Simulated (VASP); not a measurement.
# Cd (Fm-3m) in VASP: a series of runs, part 2 of 2

VASP 6.6.1.

### 3 Relaxation of cell and atoms, LDA

This run uses another cell than the first one, of 21.59 Å³/atom.

Input file INCAR:

```
PREC = Accurate
ENCUT = 630
EDIFF = 1E-7
ISMEAR = 0
SIGMA = 0.05
LREAL = False
LASPH = True
NELM = 120
ALGO = Normal
ISIF = 3
LWAVE = False
LCHARG = False
IBRION = 2
NSW = 80
EDIFFG = -0.03
GGA_COMPAT = False
NELMIN = 4
```

Input file KPOINTS:

```
Automatic mesh
0
Gamma
  8 8 8
```

Input file POSCAR:

```
Cd
1.0
    0.0000000000      2.2100000000      2.2100000000
    2.2100000000      0.0000000000      2.2100000000
    2.2100000000      2.2100000000      0.0000000000
Cd
1
Direct
    0.0000000000      0.0000000000      0.0000000000
```

Potentials or basis: VASP PAW LDA potentials, release 64 (Cd_sv_GW).

Run with:

```console
> cat potpaw_LDA.64/Cd_sv_GW/POTCAR > POTCAR
> mpirun -np 1 vasp_std > vasp.out
```

It took 34 s on 1 thread of Intel Xeon Platinum 8259CL at 2.50GHz (Skylake/Cascade Lake), shared host; peak memory 0.16 GiB.

The run converged. Its results:

* Free energy: -1.5110 eV
* Relaxed volume: 20.06 Å³/atom
* Relaxed cell: a = 3.050 Å, b = 3.050 Å, c = 3.050 Å, α = 60.00°, β = 60.00°, γ = 60.00°
* Space group after relaxing (to 0.1 Å): Fm-3m (No. 225)
* Energy gained by relaxing: 22.7 meV/atom
* Ionic steps: 3
* Pressure after relaxing: 0.0 GPa
* Band gap on the k mesh: zero (bands 10 and 11 overlap by 3.33 eV)

The path:
```
step  energy change (eV)  largest force (eV/Å)  pressure (GPa)  volume (Å³)
   1              0.0000                0.0000           -4.42        21.59
   2             -0.0218                0.0000            1.05        19.78
   3             -0.0227                0.0000            0.01        20.06
```

Final structure:
```xyz
1
Lattice="0.0000 2.1565 2.1565 2.1565 0.0000 2.1565 2.1565 2.1565 0.0000" Properties=species:S:1:pos:R:3 pbc="T T T"
Cd    0.0000    0.0000    0.0000
```

Levels at points of the mesh, in eV from the Fermi level:
```
           k point  band 6  band 7  band 8  band 9  band 10  band 11  band 12  band 13  band 14
(0.00, 0.00, 0.00)   -9.06   -9.06   -9.06   -8.51    -8.51    13.66    15.57    15.57    15.57
(0.50, 0.00, 0.00)   -9.06   -9.06   -8.06   -8.06    -2.41    -0.96    12.94    13.21    13.21
(0.50, 0.50, 0.00)   -9.78   -8.08   -7.94   -7.94    -0.80     1.93     7.14     7.14    12.02
```

### 4 Single point, LDA

This run uses another cell than the first one, of 15.82 Å³/atom.

Input file INCAR:

```
PREC = Accurate
ENCUT = 630
EDIFF = 1E-6
ISMEAR = 0
SIGMA = 0.05
LREAL = False
LASPH = True
NELM = 120
ALGO = Normal
ISIF = 2
LWAVE = False
LCHARG = False
GGA = CA
NBANDS = 16
GGA_COMPAT = False
```

Input file KPOINTS:

```
regular mesh
0
Gamma
  8 8 8
```

Input file POSCAR:

```
Cd
1.0
    0.0000000000      1.9923836249      1.9923836249
    1.9923836249      0.0000000000      1.9923836249
    1.9923836249      1.9923836249      0.0000000000
Cd
1
Direct
    0.0000000000      0.0000000000      0.0000000000
```

Potentials or basis: VASP PAW LDA potentials, release 64 (Cd_sv_GW).

Run with:

```console
> cat potpaw_LDA.64/Cd_sv_GW/POTCAR > POTCAR
> mpirun -np 1 vasp_std > vasp.out
```

OUTCAR:

```text
PREC = Accurate
   ENCUT = 630
   EDIFF = 1E-6
   ISMEAR = 0
   LREAL = False
   LASPH = True
   NELM = 120
   ISIF = 2
   GGA = CA

 ion  position               nearest neighbor table
   1  0.000  0.000  0.000-

  LATTYP: Found a face centered cubic cell.
 ALAT       =     3.9847672498

  Lattice vectors:

 A1 = (   0.0000000000,   1.9923836249,   1.9923836249)
 A2 = (   1.9923836249,   0.0000000000,   1.9923836249)
 A3 = (   1.9923836249,   1.9923836249,   0.0000000000)

[... 633 lines left out ...]
     16      34.8827      0.00000

 [... further k-points ...]

------------------------ aborting loop because EDIFF is reached ----------------------------------------

  FORCE on cell =-STRESS in cart. coord.  units (eV):
  Direction    XX          YY          ZZ          XY          YZ          ZX
  --------------------------------------------------------------------------------------
  -------------------------------------------------------------------------------------
  Total        2.9920746      2.9920746      2.9920746      0.0000000      0.0000000      0.0000000
  in kB      303.0638338    303.0638338    303.0638338      0.0000000      0.0000000      0.0000000
  external PRESSURE =     303.0638338 kB  Pullay stress =       0.0000000 kB

 VOLUME and BASIS-vectors are now :
 -----------------------------------------------------------------------------
  energy-cutoff  :      630.00
  volume of cell :       15.82
      direct lattice vectors                 reciprocal lattice vectors
     0.000000000  1.992383625  1.992383625    -0.250955686  0.250955686  0.250955686
     1.992383625  0.000000000  1.992383625     0.250955686 -0.250955686  0.250955686
     1.992383625  1.992383625  0.000000000     0.250955686  0.250955686 -0.250955686

 POSITION                                       TOTAL-FORCE (eV/Angst)
 -----------------------------------------------------------------------------------
      0.00000      0.00000      0.00000         0.000000      0.000000      0.000000
 -----------------------------------------------------------------------------------
    total drift:                               -0.000000     -0.000000      0.000000

  FREE ENERGIE OF THE ION-ELECTRON SYSTEM (eV)
  ---------------------------------------------------
  free  energy   TOTEN  =        -1.1984716748 eV

  energy  without entropy=       -1.1971783100  energy(sigma->0) =       -1.19782499
```

OSZICAR:

```text
N       E                     dE             d eps       ncg     rms          rms(c)
DAV:   1     0.372139251999E+03    0.37214E+03   -0.13828E+04   952   0.236E+03
DAV:   2     0.220197215070E+02   -0.35012E+03   -0.32778E+03   928   0.663E+02
DAV:   3    -0.821334803872E+00   -0.22841E+02   -0.22779E+02  1528   0.193E+02
DAV:   4    -0.131081156413E+01   -0.48948E+00   -0.48945E+00  1000   0.259E+01
DAV:   5    -0.132513267527E+01   -0.14321E-01   -0.14321E-01  1568   0.541E+00    0.419E+01
DAV:   6    -0.121026057310E+01    0.11487E+00   -0.22930E-01  1456   0.158E+01    0.245E+01
DAV:   7    -0.119879266275E+01    0.11468E-01   -0.24138E-02  1544   0.254E+00    0.237E+00
DAV:   8    -0.119852043760E+01    0.27223E-03   -0.20198E-03  1336   0.151E+00    0.973E-02
DAV:   9    -0.119847160581E+01    0.48832E-04   -0.10019E-04  1376   0.198E-01    0.334E-02
DAV:  10    -0.119847167481E+01   -0.69002E-07   -0.16714E-06   920   0.350E-02
   1 F= -.11984717E+01 E0= -.11978250E+01  d E =-.129336E-02
```

It took 5.4 s on 1 thread of AMD EPYC 9R45 (Zen 5), shared host; peak memory 0.11 GiB.

What came out:

- Free energy: -1.1985 eV
- Pressure: 30.3 GPa
- Band gap on the k mesh: zero (bands 10 and 11 overlap by 2.97 eV)

Levels at points of the mesh, in eV from the Fermi level:
| k point | band 7 | band 8 | band 9 | band 10 | band 11 | band 12 | band 13 | band 14 |
| --- | --- | --- | --- | --- | --- | --- | --- | --- |
| (0.00, 0.00, 0.00) | -10.26 | -10.26 | -9.35 | -9.35 | 13.62 | 17.12 | 17.12 | 17.12 |
| (0.50, 0.00, 0.00) | -10.26 | -8.64 | -8.64 | -3.76 | -0.56 | 12.92 | 15.04 | 15.04 |
| (0.50, 0.50, 0.00) | -8.67 | -8.45 | -8.45 | -1.76 | 2.88 | 7.67 | 7.67 | 13.83 |

Caveat: the cell stands under pressure.

### 5 Summary

| task | cell | gap on the mesh (eV) | pressure (GPa) |
| --- | --- | --- | --- |
| single point | a = 2.895 Å, angles 60.0°, 1 atom | none | 15.1 |
| relaxation of cell and atoms | relaxed from a = 3.125 Å, angles 60.0°, 1 atom | none | 0.0 |
| single point | a = 2.818 Å, angles 60.0°, 1 atom | none | 30.3 |

Alike in all rows: level LDA; potentials or basis VASP PAW LDA potentials, release 64 (Cd_sv_GW); no spin polarisation; k mesh 8 × 8 × 8; cutoff (eV) 630; smearing gaussian 0.05 eV.

Caveats: the cell stands under pressure (at least some runs).

Total energies depend on the potentials used, so only differences within one code and one set of settings carry meaning.
